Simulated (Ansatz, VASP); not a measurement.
Two plane-wave programs on ZnAu

```
CELL_PARAMETERS angstrom
3.16884 0.00000 0.00000
0.00000 3.16884 0.00000
0.00000 0.00000 3.16884
ATOMIC_POSITIONS crystal
Zn 0.50000 0.50000 0.50000
Au 0.00000 0.00000 0.00000
```

Alike in both runs: functional r2SCAN; k mesh 11 × 11 × 11; occupations fermi-dirac, width 0.1 eV; no spin polarisation.

Ansatz relaxed the structure, and its values are those at the end. VASP's run is a single point on that final structure, the one shown.

|  | VASP | Ansatz |
| --- | --- | --- |
| version | VASP 6.6.1 | Ansatz 0.2.0 |
| potentials or method | VASP PAW PBE potentials, release 64 (Zn, Au), cutoff 520 eV | PAW plane waves |
| valence electrons in the cell | 23 | 31 |

|  | VASP | Ansatz | Ansatz less VASP |
| --- | --- | --- | --- |
| pressure (GPa) | -2.2 | -2.6 | -0.33 |

VASP's potentials were made for PBE, not for r2SCAN. The functional is the same, so the differences come from potentials, cutoffs and numerics. VASP's potentials hold 23 valence electrons a cell and Ansatz's 31, so a difference there can come from the potentials and not from the codes. Ansatz's warnings: stress scf threshold loose.

Neither program's run includes spin-orbit coupling.
